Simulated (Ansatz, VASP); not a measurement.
## Zr2O: VASP beside Ansatz

File INCAR:

```
ALGO = Normal ; EDIFF = 1E-7
ENCUT = 520 ; GGA = PS
ISIF = 2 ; ISMEAR = 0
LASPH = True ; LCHARG = False
LREAL = False ; LWAVE = False
NBANDS = 39 ; NELM = 100
PREC = Accurate ; SIGMA = 0.15
```

KPOINTS

```
k-points
0
Gamma
  10 10 10
```

The input POSCAR:

```
Zr2O
1.0
    4.8002881848      0.0000000000      0.0000000000
    0.0000000000      4.8002881848      0.0000000000
    0.0000000000      0.0000000000      4.9442968303
Zr O
4 2
Direct
    0.2500000000      0.2500000000      0.7500000000
    0.7500000000      0.2500000000      0.2500000000
    0.2500000000      0.7500000000      0.2500000000
    0.7500000000      0.7500000000      0.7500000000
    0.0000000000      0.0000000000      0.0000000000
    0.5000000000      0.5000000000      0.5000000000
```

Input for Ansatz:

```yaml
crystal:
  lattice:
    - [4.8002881848, 0.0, 0.0]
    - [0.0, 4.8002881848, 0.0]
    - [0.0, 0.0, 4.9442968303]
  atoms:
    - { symbol: Zr, position: [0.25, 0.25, 0.75] }
    - { symbol: Zr, position: [0.75, 0.25, 0.25] }
    - { symbol: Zr, position: [0.25, 0.75, 0.25] }
    - { symbol: Zr, position: [0.75, 0.75, 0.75] }
    - { symbol: O, position: [0.0, 0.0, 0.0] }
    - { symbol: O, position: [0.5, 0.5, 0.5] }
basis:
  ecutwfc: 420
kpoints:
  mp_grid: { grid: [10, 10, 10] }
hamiltonian:
  xc: pbesol
scf:
  occupations: { method: gaussian, width: 0.15 }
output:
  forces: true
  stress: true
  eigenvalues: true
  write_density: true
  write_potential: true
  elf: true
  volumetric_format: npy
```

Change from the starting cell: strain +0.000 along x and y, +0.030 along z, atoms carried along.

Alike in both runs: task single point; functional PBEsol; k mesh 10 × 10 × 10; occupations gaussian, width 0.15 eV; no spin polarisation.

|  | VASP | Ansatz |
| --- | --- | --- |
| version | VASP 6.6.1 | Ansatz 0.2.0 |
| potentials or method | VASP PAW PBE potentials, release 64 (Zr_sv, O), cutoff 520 eV | scalar-relativistic, plane waves, PAW |
| valence electrons in the cell | 60 | 60 |

|  | VASP | Ansatz | Ansatz less VASP |
| --- | --- | --- | --- |
| gap on the k mesh at the Fermi level (eV) | none | none | - |
| pressure (GPa) | -3.8 | -4.0 | -0.21 |
| traceless stress, the component that is largest in VASP (GPa) | -1.12 | -1.13 | -0.009 |

VASP's potentials were made for PBE, not for PBEsol. A gap of «none» marks a metal or a gap that the smearing closes. The functional is the same, so the differences come from potentials, cutoffs and numerics.
